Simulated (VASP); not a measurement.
Set up this calculation in VASP 6.6.1, as the native input.

- Task: single point
- Functional: r2SCAN
- Potentials or basis: VASP PAW PBE potentials, release 64 (C)
- Cutoff: 520 eV
- k mesh: 10 × 10 × 10
- Occupations: gaussian, width 0.01 eV
- Spin: no spin polarisation
- Dipole correction: no
- Further INCAR settings: ALGO = Normal; EDIFF = 1e-06; NBANDS = 11

C:

```
CELL_PARAMETERS angstrom
1.23760 0.71453 3.62736
-1.23760 0.71453 3.62736
0.00000 -1.42905 3.62736
ATOMIC_POSITIONS crystal
C 0.83333 0.83333 0.83333
C 0.16667 0.16667 0.16667
```

The input as run:

POSCAR

```
C
1.0
    1.2375965868      0.7145267225      3.6273634681
   -1.2375965868      0.7145267225      3.6273634681
    0.0000000000     -1.4290534451      3.6273634681
C
2
Direct
    0.8333310289      0.8333310289      0.8333310289
    0.1666689711      0.1666689711      0.1666689711
```

INCAR.step1

```
PREC     = Accurate       # precision mode
ENCUT    = 520            # plane-wave cutoff, eV
ISMEAR   = 0              # smearing method
SIGMA    = 0.01           # smearing width, eV
LREAL    = False          # projectors in reciprocal space
LASPH    = True           # aspherical terms in the spheres
NELM     = 80             # most SCF steps
NBANDS   = 11             # bands
GGA      = PE             # functional
ALGO     = Normal         # electronic algorithm
EDIFF    = 1E-4           # SCF threshold, eV
LWAVE    = True           # write WAVECAR
LCHARG   = False          # write CHGCAR
```

INCAR.step2

```
PREC     = Accurate       # precision mode
ENCUT    = 520            # plane-wave cutoff, eV
EDIFF    = 1E-6           # SCF threshold, eV
ISMEAR   = 0              # smearing method
SIGMA    = 0.01           # smearing width, eV
LREAL    = False          # projectors in reciprocal space
LASPH    = True           # aspherical terms in the spheres
NELM     = 80             # most SCF steps
ALGO     = Normal         # electronic algorithm
ISIF     = 2              # what is computed and relaxed
LWAVE    = False          # write WAVECAR
LCHARG   = False          # write CHGCAR
METAGGA  = R2SCAN         # meta-GGA
LMIXTAU  = True         
NBANDS   = 11             # bands
ISTART   = 1
```

KPOINTS

```
Automatic mesh
0
Gamma
  10 10 10
```

Potentials or basis: VASP PAW PBE potentials, release 64 (C).

Command:

```console
$ cat potpaw_PBE.64/C/POTCAR > POTCAR
$ cp INCAR.step1 INCAR
$ mpirun -np 1 vasp_std > vasp.out
$ cp INCAR.step2 INCAR
$ mpirun -np 1 vasp_std > vasp.out
```

Results of the run:

```
Pressure               : -5.5 GPa
Band gap on the k mesh : 1.57 eV, direct
```

Caveat: the PAW data sets were made with another functional, which shifts forces and pressure a little.

Wall time 90 s on 1 thread of Intel(R) Xeon(R) Platinum 8559C (Emerald Rapids), on a shared host, peak memory 0.16 GiB.
